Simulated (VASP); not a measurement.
A run of VASP 6.6.1:

Contents of POSCAR:

```
Fe
1.0
    1.8811302161      0.0000000000      0.0000000000
    0.0000000000      1.8811302161      0.0000000000
    0.0000000000      0.0000000000      1.8811302161
Fe
1
Direct
    0.0000000000      0.0000000000      0.0000000000
```

INCAR.step1

```
PREC = Accurate
ENCUT = 520
EDIFF = 1E-6
ISMEAR = -1
SIGMA = 0.1
LREAL = F
LASPH = T
NELM = 150
ALGO = Normal
ISIF = 2
LWAVE = F
LCHARG = T
ISPIN = 2
MAGMOM = 2.5
LMAXMIX = 4
GGA = PE
NBANDS = 14
```

KPOINTS.step1

```
regular mesh
0
Gamma
  18 18 18
```

INCAR.step2

```
PREC = Accurate
ENCUT = 520
EDIFF = 1E-6
ISMEAR = -5
SIGMA = 0.1
LREAL = F
LASPH = T
NELM = 150
ALGO = Normal
ISIF = 2
LWAVE = F
LCHARG = F
ISPIN = 2
MAGMOM = 2.5
LORBIT = 11
LMAXMIX = 4
GGA = PE
NEDOS = 2001
ICHARG = 11
```

Contents of KPOINTS.step2:

```
regular mesh
0
Gamma
  27 27 27
```

Potentials or basis: VASP PAW PBE potentials, release 64 (Fe).

Run with:

```bash
$ cat potpaw_PBE.64/Fe/POTCAR > POTCAR
$ cp INCAR.step1 INCAR
$ cp KPOINTS.step1 KPOINTS
$ mpirun -np 1 vasp_std > vasp.out
$ cp INCAR.step2 INCAR
$ cp KPOINTS.step2 KPOINTS
$ mpirun -np 1 vasp_std > vasp.out
```

Hardware: 1 thread of Intel(R) Xeon(R) 6975P-C (Granite Rapids) (shared host).

Task: How long does it take, and how much memory?

Result: Wall time 20 s on 1 thread of Intel(R) Xeon(R) 6975P-C (Granite Rapids), with other jobs on the host, peak memory 0.19 GiB. Counts: k points 560.
